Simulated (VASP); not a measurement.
Wanted: the native input for a VASP 6.6.1 run.

```yaml
Task: single point
Functional: PBE
Potentials_or_basis: VASP PAW PBE potentials, release 64 (As, O)
Cutoff: 520 eV
k_mesh: 4 × 4 × 4
Occupations: gaussian, width 0.1 eV
Spin: no spin polarisation
Dipole_correction: no
Further_INCAR_settings: ALGO = Normal; EDIFF = 1e-06; NBANDS = 30
```

The structure of As7O lies in POSCAR:

```
As7O
1.0
    0.0000000000      4.1344317215      4.1344317215
    4.1344317215      0.0000000000      4.1344317215
    4.1344317215      4.1344317215      0.0000000000
As O
7 1
Direct
    0.5000000000      0.5000000000      0.5000000000
    0.0000000000      0.5000000000      0.0000000000
    0.5000000000      0.0000000000      0.0000000000
    0.0000000000      0.5000000000      0.5000000000
    0.5000000000      0.0000000000      0.5000000000
    0.0000000000      0.0000000000      0.5000000000
    0.5000000000      0.5000000000      0.0000000000
    0.0000000000      0.0000000000      0.0000000000
```

These files were run (other wordings do the same):

INCAR

```
SYSTEM = As7O
PREC = Accurate
ENCUT = 520
EDIFF = 1E-6
ISMEAR = 0
SIGMA = 0.1
LREAL = .False.
LASPH = .True.
NELM = 80
ALGO = Normal
ISIF = 2
LWAVE = .False.
LCHARG = .False.
GGA = PE
NBANDS = 30
```

KPOINTS

```
regular mesh
0
Gamma
  4 4 4
  0 0 0
```

Potentials or basis: VASP PAW PBE potentials, release 64 (As, O).

The run is started by

```sh
$ cat potpaw_PBE.64/As/POTCAR potpaw_PBE.64/O/POTCAR > POTCAR
$ mpirun -np 1 vasp_std > vasp.out
```

Results of the run:

| Property | Result |
| --- | --- |
| Pressure | -0.1 GPa |

Caveat: an odd number of electrons without spin polarisation forces a metal; a magnetic or distorted state may lie lower.

It took 71 s on 1 thread of Intel(R) Xeon(R) 6975P-C (Granite Rapids), on a shared host, peak memory 0.31 GiB.
